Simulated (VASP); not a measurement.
# GaN (F-43m) in VASP: settings compared, part 2 of 2

VASP 6.6.1. The steps go on from the part before.

## Step 5: Single point, r2SCANh

This run uses another cell than the first one, of 12.13 Å³/atom.

POSCAR reads:

```
GaN
1.0
    0.0000000000      2.2976981147      2.2976981147
    2.2976981147      0.0000000000      2.2976981147
    2.2976981147      2.2976981147      0.0000000000
Ga N
1 1
Direct
    0.0000000000      0.0000000000      0.0000000000
    0.2500000000      0.2500000000      0.2500000000
```

INCAR.step1 reads:

```
ALGO = Normal
EDIFF = 1E-5
ENCUT = 520
GGA = PE
ISIF = 2
ISMEAR = -1
LASPH = True
LCHARG = False
LREAL = False
LWAVE = True
NBANDS = 16
NELM = 100
PREC = Accurate
SIGMA = 0.05
```

INCAR.step2 reads:

```
AEXX = 0.1
ALGO = Normal
EDIFF = 1E-6
ENCUT = 520
ISIF = 2
ISMEAR = -1
ISTART = 1
LASPH = True
LCHARG = False
LHFCALC = True
LMIXTAU = True
LREAL = False
LWAVE = False
METAGGA = R2SCAN
NBANDS = 16
NELM = 100
PREC = Accurate
PRECFOCK = Normal
SIGMA = 0.05
```

KPOINTS reads:

```
k-points
0
Gamma
  5 5 5
```

Potentials or basis: VASP PAW PBE potentials, release 64 (Ga_d, N).

The run is started by

```bash
$ cat potpaw_PBE.64/Ga_d/POTCAR potpaw_PBE.64/N/POTCAR > POTCAR
$ cp INCAR.step1 INCAR
$ mpirun -np 1 vasp_std > vasp.out
$ cp INCAR.step2 INCAR
$ mpirun -np 1 vasp_std > vasp.out
```

OUTCAR:

```text
AEXX = 0.1
   EDIFF = 1E-6
   ENCUT = 520
   ISIF = 2
   ISMEAR = -1
   ISTART = 1
   LASPH = True
   LHFCALC = True
   LREAL = False
   METAGGA = R2SCAN
   NELM = 100
   PREC = Accurate
   PRECFOCK = Normal

 ion  position               nearest neighbor table
   1  0.000  0.000  0.000-   2 1.99   2 1.99   2 1.99   2 1.99
   2  0.250  0.250  0.250-   1 1.99   1 1.99   1 1.99   1 1.99

  LATTYP: Found a face centered cubic cell.
 ALAT       =     4.5953962294

  Lattice vectors:

 A1 = (   0.0000000000,   2.2976981147,   2.2976981147)
 A2 = (   2.2976981147,   0.0000000000,   2.2976981147)
 A3 = (   2.2976981147,   2.2976981147,   0.0000000000)

Analysis of symmetry for initial positions (statically):
=====================================================================
 Subroutine PRICEL returns:
 Original cell was already a primitive cell.

 Routine SETGRP: Setting up the symmetry group for a
 face centered cubic supercell.

 Subroutine GETGRP returns: Found 24 space group operations
 (whereof 24 operations were pure point group operations)
 out of a pool of 48 trial point group operations.

The static configuration has the point symmetry T_d .

Analysis of symmetry for dynamics (positions and initial velocities):
=====================================================================
 Subroutine PRICEL returns:
 Original cell was already a primitive cell.

 Routine SETGRP: Setting up the symmetry group for a
 face centered cubic supercell.

 Subroutine GETGRP returns: Found 24 space group operations
 (whereof 24 operations were pure point group operations)
 out of a pool of 48 trial point group operations.

The dynamic configuration has the point symmetry T_d .

 Subroutine INISYM returns: Found 24 space group operations
 (whereof 24 operations are pure point group operations),
 and found     1 'primitive' translations

----------------------------------------------------------------------------------------

                                     Primitive cell

  volume of cell :      24.2610

  direct lattice vectors                    reciprocal lattice vectors
     0.000000000  2.297698115  2.297698115    -0.217609092  0.217609092  0.217609092
     2.297698115  0.000000000  2.297698115     0.217609092 -0.217609092  0.217609092
     2.297698115  2.297698115  0.000000000     0.217609092  0.217609092 -0.217609092

  length of vectors
     3.249435836  3.249435836  3.249435836     0.376910003  0.376910003  0.376910003

  position of ions in fractional coordinates (direct lattice)
     0.000000000  0.000000000  0.000000000
     0.250000000  0.250000000  0.250000000

  ion indices of the primitive-cell ions
   primitive index   ion index
                 1           1
                 2           2

----------------------------------------------------------------------------------------

 KPOINTS: k-points

[... 24 lines left out ...]
  0.000000  0.000000  0.000000      1.000000
  0.200000  0.000000  0.000000      8.000000
  0.400000  0.000000  0.000000      8.000000
  0.200000  0.200000  0.000000      6.000000
  0.400000  0.200000  0.000000     24.000000
 -0.400000  0.200000  0.000000     24.000000
 -0.200000  0.200000  0.000000     12.000000
  0.400000  0.400000  0.000000      6.000000
 -0.400000  0.400000  0.000000     12.000000
 -0.400000  0.400000  0.200000     24.000000
   k-points           NKPTS =     10   k-points in BZ     NKDIM =    125   number of bands    NBANDS=     16
   number of dos      NEDOS =    301   number of ions     NIONS =      2
   total plane-waves  NPLWV =  13824
   dimension x,y,z NGX =    24 NGY =   24 NGZ =   24
   dimension x,y,z NGXF=    48 NGYF=   48 NGZF=   48
   ions per type =               1   1
   NGX,Y,Z   is equivalent  to a cutoff of  12.28, 12.28, 12.28 a.u.
   NGXF,Y,Z  is equivalent  to a cutoff of  24.56, 24.56, 24.56 a.u.
 SYSTEM =  unknown system
   PREC   = accura    normal or accurate (medium, high low for compatibility)
   ISTART =      1    job   : 0-new  1-cont  2-samecut
   ICHARG =      0    charge: 1-file 2-atom 10-const
   ISPIN  =      1    spin polarized calculation?
   LNONCOLLINEAR =      F non collinear calculations
   LSORBIT =      F    spin-orbit coupling
   LASPH  =      T    aspherical Exc in radial PAW
   ENCUT  =  520.0 eV  38.22 Ry    6.18 a.u.   6.04  6.04  6.04*2*pi/ulx,y,z
   NELM   =    100;   NELMIN=  2; NELMDL=  0     # of ELM steps
   EDIFF  = 0.1E-05   stopping-criterion for ELM
   LREAL  =      F    real-space projection
   EDIFFG = 0.1E-04   stopping-criterion for IOM
   NSW    =      0    number of steps for IOM
   IBRION =     -1    ionic relax: 0-MD 1-quasi-New 2-CG
   NFREE  =      0    steps in history (QN), initial steepest desc. (CG)
   ISIF   =      2    stress and relaxation
   ISYM   =      3    0-nonsym 1-usesym 2-fastsym
   POTIM  = 0.5000    time-step for ionic-motion
   TEBEG  =    0.0;   TEEND  =   0.0 temperature during run
   PSTRESS=    0.0 pullay stress
   NELECT =      18.0000    total number of electrons
   NUPDOWN=      -1.0000    fix difference up-down
   EMIN   =  10.00;   EMAX   =-10.00  energy-range for DOS
   EFERMI =   0.00;   METHOD = LEGACY
   ISMEAR =    -1;   SIGMA  =   0.05  broadening in eV -4-tet -1-fermi 0-gaus
   EFERMI_NEDOS =   21; number of points for ismear=-14 and -15
   IALGO  =     38    algorithm
   IMIX   =      1    mixing-type and parameters
     AMIX     =   0.40;   BMIX     =  1.00
     AMIX_MAG =   1.60;   BMIX_MAG =  1.00
  volume/ion in A,a.u.               =      12.13        81.86
  Fermi-wavevector in a.u.,A,eV,Ry     =   1.482049  2.800667 29.884797  2.196471
  Thomas-Fermi vector in A             =   2.595884
   LORBIT       =      0    0 simple, 1 ext, 2 COOP (PROOUT), +10 PAW based schemes
   METAGGA = R2SCAN    functional components
   LHFCALC =     T    Hartree Fock is set to
   PRECFOCK=normal    Normal, Fast or Accurate (Low or Medium for compatibility)
   ENCUT4O =  -1.0   cutoff for four orbital integrals eV
   NKREDX  =     1    reduce k-point grid by
   NKREDY  =     1    reduce k-point grid by
   NKREDZ  =     1    reduce k-point grid by
   AEXX    =    0.1000 exact exchange contribution
   HFSCREEN=    0.0000 screening length (either q_TF or 0.3 A-1)
   HFSCREENC=   0.0000 screening length for correlation (either q_TF or 0.3 A-1)
   ENCUTFOCK=  -1.0 apply spherical cutoff to Coloumb kernel
   IVDW    =     0    specifies the selected vdW correction
   LEPSILON=     F    determine dielectric tensor
   LRPA    =     F    only Hartree local field effects (RPA)
 non-spin polarized calculation
  energy-cutoff  :      520.00
  volume of cell :       24.26
 maximum number of plane-waves:       660
  NGX = 20; NGY = 20; NGZ = 20

 number of electron      17.9999986 magnetization

 Free energy of the ion-electron system (eV)
  ---------------------------------------------------
  ext. energy  EPLUGINS =         0.00000000
  ---------------------------------------------------
  free energy    TOTEN  =       -22.30209684 eV

  energy without entropy =      -22.30209684  energy(sigma->0) =      -22.30209684

 E-fermi :   5.0651     XC(G=0): -11.1841

 val. band max:        3.9853434226   @ k =   0.0000   0.0000   0.0000
 cond. band min:       6.4303421633   @ k =   0.0000   0.0000   0.0000
 fundamental gap:      2.4449987407
 Fermi energy:         5.0651119138

 k-point     1 :       0.0000    0.0000    0.0000
  band No.  band energies     occupation
      1     -12.7600      2.00000
      2     -10.6748      2.00000
      3     -10.6747      2.00000
      4     -10.6747      2.00000
      5     -10.3882      2.00000
      6     -10.3882      2.00000
[... 167 lines left out ...]
      3     -10.5146      2.00000
      4     -10.4187      2.00000
      5     -10.3642      2.00000
      6      -8.6706      2.00000
[... 8 lines left out ...]
     15      24.6049      0.00000
     16      28.1944      0.00000

------------------------ aborting loop because EDIFF is reached ----------------------------------------

  FORCE on cell =-STRESS in cart. coord.  units (eV):
  Direction    XX          YY          ZZ          XY          YZ          ZX
  --------------------------------------------------------------------------------------
  -------------------------------------------------------------------------------------
  Total       -1.7746771     -1.7746771     -1.7746771      0.0000000      0.0000000      0.0000000
  in kB     -117.1982247   -117.1982247   -117.1982247      0.0000000      0.0000000      0.0000000
  external PRESSURE =    -117.1982247 kB  Pullay stress =       0.0000000 kB

 VOLUME and BASIS-vectors are now :
 -----------------------------------------------------------------------------
  energy-cutoff  :      520.00
  volume of cell :       24.26
      direct lattice vectors                 reciprocal lattice vectors
     0.000000000  2.297698115  2.297698115    -0.217609092  0.217609092  0.217609092
     2.297698115  0.000000000  2.297698115     0.217609092 -0.217609092  0.217609092
     2.297698115  2.297698115  0.000000000     0.217609092  0.217609092 -0.217609092

 POSITION                                       TOTAL-FORCE (eV/Angst)
 -----------------------------------------------------------------------------------
      0.00000      0.00000      0.00000         0.000000      0.000000      0.000000
      1.14885      1.14885      1.14885        -0.000000     -0.000000     -0.000000
 -----------------------------------------------------------------------------------
    total drift:                                0.000120      0.000030      0.000060

  FREE ENERGIE OF THE ION-ELECTRON SYSTEM (eV)
  ---------------------------------------------------
  free  energy   TOTEN  =       -22.3020968381 eV

  energy  without entropy=      -22.3020968381  energy(sigma->0) =      -22.30209684
```

OSZICAR.step1:

```text
N       E                     dE             d eps       ncg     rms          rms(c)
DAV:   1     0.842001454247E+02    0.84200E+02   -0.90078E+03   344   0.195E+03
DAV:   2    -0.802542213899E+01   -0.92226E+02   -0.87294E+02   392   0.337E+02
DAV:   3    -0.139791102827E+02   -0.59537E+01   -0.59374E+01   352   0.705E+01
DAV:   4    -0.140507353074E+02   -0.71625E-01   -0.71611E-01   440   0.840E+00
DAV:   5    -0.140515882152E+02   -0.85291E-03   -0.85291E-03   352   0.797E-01    0.753E+00
DAV:   6    -0.121320404288E+02    0.19195E+01   -0.50334E+00   488   0.381E+01    0.270E+00
DAV:   7    -0.121339738480E+02   -0.19334E-02   -0.29548E-01   320   0.672E+00    0.175E+00
DAV:   8    -0.121304765411E+02    0.34973E-02   -0.69276E-02   360   0.318E+00    0.871E-01
DAV:   9    -0.121256868761E+02    0.47897E-02   -0.13798E-02   472   0.247E+00    0.240E-01
DAV:  10    -0.121261294398E+02   -0.44256E-03   -0.13131E-03   360   0.434E-01    0.115E-01
DAV:  11    -0.121260455994E+02    0.83840E-04   -0.23460E-04   448   0.256E-01    0.762E-03
DAV:  12    -0.121260509593E+02   -0.53599E-05   -0.27436E-05   360   0.488E-02
   1 F= -.12126051E+02 E0= -.12126051E+02  d E =-.594722E-07
```

Run time: 25 min. Hardware: 1 thread of Intel Xeon 8259CL, shared host; peak memory 0.16 GiB.

Results:

```yaml
Free_energy: -22.3021 eV
Pressure: -11.7 GPa
Band_gap_on_the_k_mesh: 2.44 eV
```

Levels at points of the mesh, in eV from the valence-band top:
```
           k point  band 5  band 6  band 7  band 8  band 9  band 10  band 11  band 12  band 13  band 14
(0.00, 0.00, 0.00)  -14.37  -14.37    0.00    0.00    0.00     2.44    11.46    11.46    11.46    18.59
```

Caveat: the k points lie up to 0.47 Å⁻¹ apart; the PAW data sets were made with another functional, which shifts forces and pressure a little.

## Step 6: Single point, BLYP

This run uses another cell than the first one, of 11.67 Å³/atom.

INCAR reads:

```
SYSTEM = GaN
  PREC = Accurate
  ENCUT = 1330
  EDIFF = 1E-6
  ISMEAR = -1
  SIGMA = 0.05
  LREAL = .False.
  LASPH = .True.
  NELM = 120
  ALGO = Normal
  ISIF = 2
  LWAVE = .False.
  LCHARG = .True.
  GGA = B5
  ALDAX = 1.0
  AGGAX = 1.0
  AGGAC = 1.0
  ALDAC = 0.0
  LELF = .True.
  LVHAR = .True.
  NBANDS = 16
  GGA_COMPAT = .False.
```

KPOINTS reads:

```
regular mesh
0
Gamma
  10 10 10
  0 0 0
```

POSCAR reads:

```
GaN
1.0
    0.0000000000      2.2684248875      2.2684248875
    2.2684248875      0.0000000000      2.2684248875
    2.2684248875      2.2684248875      0.0000000000
Ga N
1 1
Direct
    0.0000000000      0.0000000000      0.0000000000
    0.2500000000      0.2500000000      0.2500000000
```

Potentials or basis: VASP PAW PBE potentials, release 64 (Ga_d, N_h).

The run is started by

```bash
$ cat potpaw_PBE.64/Ga_d/POTCAR potpaw_PBE.64/N_h/POTCAR > POTCAR
$ mpirun -np 1 vasp_std > vasp.out
```

Run time: 59 s. Hardware: 1 thread of Intel Xeon Platinum 8375C at 2.90GHz (Ice Lake), shared host; peak memory 0.28 GiB.

It converged, with:

- Free energy: -11.0056 eV
- Pressure: 8.1 GPa
- Band gap on the k mesh: 1.68 eV

Levels at points of the mesh, in eV from the valence-band top:
```
           k point  band 6  band 7  band 8  band 9  band 10  band 11  band 12  band 13
(0.00, 0.00, 0.00)  -13.24    0.00    0.00    0.00     1.68    10.18    10.18    10.18
(0.50, 0.00, 0.00)  -11.92   -6.83   -0.94   -0.94     4.53     8.76    10.32    10.32
(0.50, 0.50, 0.00)  -11.47   -6.02   -2.60   -2.60     3.59     6.56    11.72    13.72
```

Caveat: the cell stands under pressure; the PAW data sets were made with another functional, which shifts forces and pressure a little.

## Step 7: The runs side by side

```tsv
level	potentials or basis	cell	k mesh	cutoff (eV)	grid for exact exchange (PRECFOCK)	share of exact exchange	screening parameter	gap on the mesh (eV)	pressure (GPa)
PBE-based screened hybrid with 10 % exact exchange	VASP PAW PBE potentials, release 64 (Ga_d, N)	a = 3.187 Å, angles 60.0°, 2 atoms	6 × 6 × 6	520	Normal	0.1	0.20787 1/Å	2.21	2.5
r2SCANh	VASP PAW PBE potentials, release 64 (Ga_d, N)	a = 3.208 Å, angles 60.0°, 2 atoms	5 × 5 × 5	520	Normal	0.1	-	2.72	-5.4
r2SCANh	VASP PAW PBE potentials, release 64 (Ga_d, N)	a = 3.229 Å, angles 60.0°, 2 atoms	5 × 5 × 5	520	Normal	0.1	-	2.58	-8.7
r2SCANh	VASP PAW PBE potentials, release 64 (Ga_d, N)	a = 3.249 Å, angles 60.0°, 2 atoms	5 × 5 × 5	520	Normal	0.1	-	2.44	-11.7
BLYP	VASP PAW PBE potentials, release 64 (Ga_d, N_h)	a = 3.208 Å, angles 60.0°, 2 atoms	10 × 10 × 10	1330	-	-	-	1.68	8.1
```

Alike in all rows: task single point; no spin polarisation; smearing fermi-dirac 0.05 eV.

Caveats: some runs use coarse meshes; the PAW data sets were made with another functional, which shifts forces and pressure a little; the cell stands under pressure (at least some runs).

Total energies depend on the potentials used, so only differences within one code and one set of settings carry meaning.
